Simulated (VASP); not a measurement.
A run of VASP 6.6.1 is set up as follows.

INCAR

```
SYSTEM = SrTiO3
PREC = Accurate ; ENCUT = 520
EDIFF = 1E-7 ; ISMEAR = 0
SIGMA = 0.05 ; LREAL = .FALSE.
LASPH = .TRUE. ; NELM = 100
ALGO = Normal ; ISIF = 2
LWAVE = .FALSE. ; LCHARG = .FALSE.
GGA = PE ; NBANDS = 28
```

KPOINTS

```
Automatic mesh
0
G
  4 4 4
  0 0 0
```

The input POSCAR:

```
SrTiO3
1.0
    3.9068515029      0.0000000000      0.0000000000
    0.0000000000      3.9068515029      0.0000000000
    0.0000000000      0.0000000000      3.9068515029
Sr Ti O
1 1 3
Direct
    0.0000000000      0.0000000000      0.0000000000
    0.5000000000      0.5000000000      0.5000000000
    0.5000000000      0.0000000000      0.5000000000
    0.5000000000      0.5000000000      0.0000000000
    0.0000000000      0.5000000000      0.5000000000
```

Potentials or basis: VASP PAW PBE potentials, release 64 (Sr_sv, Ti_sv, O).

Run with:

```sh
$ cat potpaw_PBE.64/Sr_sv/POTCAR potpaw_PBE.64/Ti_sv/POTCAR potpaw_PBE.64/O/POTCAR > POTCAR
$ mpirun -np 1 vasp_std > vasp.out
```

**Question.** Predict the band gap on the k mesh.

**Answer.** 1.83 eV, indirect (least direct gap 2.19 eV).

**Question.** Estimate the pressure.

**Answer.** 4.7 GPa.

A k mesh can miss the band edges. A hybrid or GW would open this gap; PBE tends to underestimate it.
